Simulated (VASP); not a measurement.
Ho2O: relaxation of cell and atoms with PBE

Ho2O:

```
Ho O
1.0
    -3.75479    3.75479    2.20745
     3.75479   -3.75479    2.20745
     3.75479    3.75479   -2.20745
Ho O
4 2
Direct
  0.37500 0.56329 0.68829
  0.31329 0.12500 0.68829
  0.87500 0.68671 0.31171
  0.43671 0.62500 0.31171
  0.75000 0.25000 0.50000
  0.00000 0.00000 0.00000
```

The cell was generated, and may not be a known phase.

```yaml
Program: VASP 6.6.1
Task: relaxation of cell and atoms
Functional: PBE
Potentials_or_basis: VASP PAW PBE potentials, release 64 (Ho_3, O), 4f in core
Cutoff: 600 eV
k_mesh: 4 × 4 × 4
Occupations: gaussian, width 0.2 eV
Spin: no spin polarisation
Dipole_correction: no
Further_INCAR_settings: ALGO = Normal; EDIFF = 1e-07; IBRION = 2; EDIFFG = -0.08; NSW = 36; ISIF = 3
```

- Relaxed volume: 18.63 Å³/atom
- Relaxed cell: a = 6.267 Å, b = 6.267 Å, c = 6.267 Å, α = 93.33°, β = 93.33°, γ = 152.10°
- Space group after relaxing (to 0.1 Å): I4_1/amd (No. 141)
- Energy gained by relaxing: 1792.3 meV/atom
- Ionic steps: 15
- Pressure after relaxing: -0.1 GPa
- Largest force after relaxing: 0.004 eV/Å
- Band gap on the k mesh: zero (bands 24 and 25 overlap by 0.73 eV)

Forces in eV/Å, atoms in the order of the input:
```
Ho   0.004  0.000  0.000
Ho   0.000  0.004  0.000
Ho  -0.004  0.000  0.000
Ho   0.000 -0.004  0.000
O    0.000  0.000  0.000
O    0.000  0.000  0.000
```

Stress tensor (GPa, compression positive):
```
-0.04  0.00  0.00
 0.00 -0.04  0.00
 0.00  0.00 -0.14
```

The path:
```
step  energy change (eV)  largest force (eV/Å)  pressure (GPa)  volume (Å³)
   1              0.0000                9.4435           14.55       124.49
   2             -7.7300                0.0901           -9.57       160.18
   3             -7.7993                0.8570           -8.27       154.11
   4             -9.3473                0.1027           -3.17       129.57
   5             -9.6555                0.2334            0.61       119.47
   6             -9.4196                1.2898           14.52       100.47
   7             -9.7196                0.3707            2.62       115.28
   8            -10.4379                0.4858            0.61       113.98
   9            -10.6572                0.5034           -0.01       112.83
  10            -10.3198                0.6483            1.50       109.50
  11            -10.6969                0.5210           -0.10       112.29
  12            -10.7037                0.5384            0.03       111.93
  13            -10.7034                0.5328           -0.08       112.03
  14            -10.7493                0.1550           -0.10       111.85
  15            -10.7536                0.0037           -0.07       111.77
```

Final structure:
```cif
data_structure
_symmetry_space_group_name_H-M 'P 1'
_symmetry_Int_Tables_number 1
_cell_length_a 6.2666
_cell_length_b 6.2666
_cell_length_c 6.2666
_cell_angle_alpha 93.332
_cell_angle_beta 93.332
_cell_angle_gamma 152.097
_cell_volume 111.77
loop_
_atom_site_label
_atom_site_type_symbol
_atom_site_fract_x
_atom_site_fract_y
_atom_site_fract_z
_atom_site_occupancy
Ho1 Ho 0.37500 0.62497 0.74997 1
Ho2 Ho 0.37497 0.12500 0.74997 1
Ho3 Ho 0.87500 0.62503 0.25003 1
Ho4 Ho 0.37503 0.62500 0.25003 1
O1 O 0.75000 0.25000 0.50000 1
O2 O 0.00000 0.00000 0.00000 1
```

Levels at points of the mesh, in eV from the Fermi level:
```
           k point  band 22  band 23  band 24  band 25  band 26  band 27
(0.00, 0.00, 0.00)    -0.96    -0.65    -0.65    -0.50    -0.41     0.28
(0.50, 0.00, 0.00)    -1.41    -0.54    -0.24     1.04     1.19     1.51
(0.50, 0.50, 0.00)    -2.54    -0.36    -0.36    -0.24    -0.24     0.27
(0.50, 0.50, 0.50)    -1.94    -1.15    -1.15     0.07     0.07     1.08
```

Run time: 25 min on 1 thread of Intel(R) Xeon(R) Platinum 8259CL CPU @ 2.50GHz (Skylake/Cascade Lake), with other jobs on the host, peak memory 0.38 GiB.

Caveat: the k points lie up to 0.55 Å⁻¹ apart in the final cell, too coarse for converged energies and pressures of a metal; the highest band is partly filled, so the run has too few bands; spin-orbit coupling is left out, which moves the levels of the heavy elements; the 4f electrons are frozen in the core, so they carry no moment and show no levels; the run has no spin polarisation, though such a crystal can be magnetic. With open d or f shells a metallic result of PBE can be an artefact of self-interaction; +U or a hybrid may open a gap.
